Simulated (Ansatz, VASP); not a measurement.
**Two plane-wave programs on SnTe**

Contents of INCAR:

```
ALGO = Normal
EDIFF = 1E-6
EDIFFG = -0.01
ENCUT = 600
GGA = PE
IBRION = 2
ISIF = 3
ISMEAR = -1
LASPH = T
LCHARG = F
LREAL = F
LWAVE = F
NELM = 80
NSW = 60
PREC = Accurate
SIGMA = 0.05
```

The input KPOINTS:

```
k-points
0
Gamma
  7 7 7
```

The input POSCAR:

```
SnTe
1.0
    0.0000000000      3.6111460000      3.6111460000
    3.6111460000      0.0000000000      3.6111460000
    3.6111460000      3.6111460000      0.0000000000
Te Sn
1 1
Direct
    0.2500000000      0.2500000000      0.2500000000
    0.0000000000      0.0000000000      0.0000000000
```

The input input.yaml:

```yaml
crystal:
  lattice:
    - [0.0, 3.611146, 3.611146]
    - [3.611146, 0.0, 3.611146]
    - [3.611146, 3.611146, 0.0]
  atoms:
    - { symbol: Te, position: [0.25, 0.25, 0.25] }
    - { symbol: Sn, position: [0.0, 0.0, 0.0] }
hamiltonian:
  xc: pbe
  pseudopotentials: { kind: paw }
kpoints:
  mp_grid: { grid: [7, 7, 7] }
scf:
  occupations: { method: fermi_dirac, width: 0.05 }
output:
  forces: true
  stress: true
  eigenvalues: true
relax:
  f_tol: 0.01
  max_steps: 40
  cell: { stress_tol: 0.05 }
```

Alike in both runs: task relaxation of cell and atoms; functional PBE; k mesh 7 × 7 × 7; occupations fermi-dirac, width 0.05 eV; no spin polarisation.

|  | VASP | Ansatz |
| --- | --- | --- |
| version | VASP 6.6.1 | Ansatz 0.2.0 |
| potentials or method | VASP PAW PBE potentials, release 64 (Te, Sn_d) | Ansatz PAW |
| plane-wave cutoff (eV) | 600 | 420 |
| valence electrons in the cell | 20 | 30 |

```tsv
	VASP	Ansatz	Ansatz less VASP
gap on the k mesh at the Fermi level, each at its own relaxed structure (eV)	0.33	0.33	+0.002
relaxed volume (Å³/atom)	46.99	46.99	+0.006
relaxed cell length with the largest relative difference (Å)	5.103	5.103	+0.0002
```

VASP's potentials hold 20 valence electrons a cell and Ansatz's 30, so a difference there can come from the potentials and not from the codes.

Spin-orbit coupling is off throughout. Noted on Ansatz's run: odd divisions of the mesh miss points on the zone boundary, where band edges often lie, so the gap on the mesh can be too wide; the plane-wave basis is chosen anew once the cell has moved, so the energies of steps on either side of that aren't comparable.
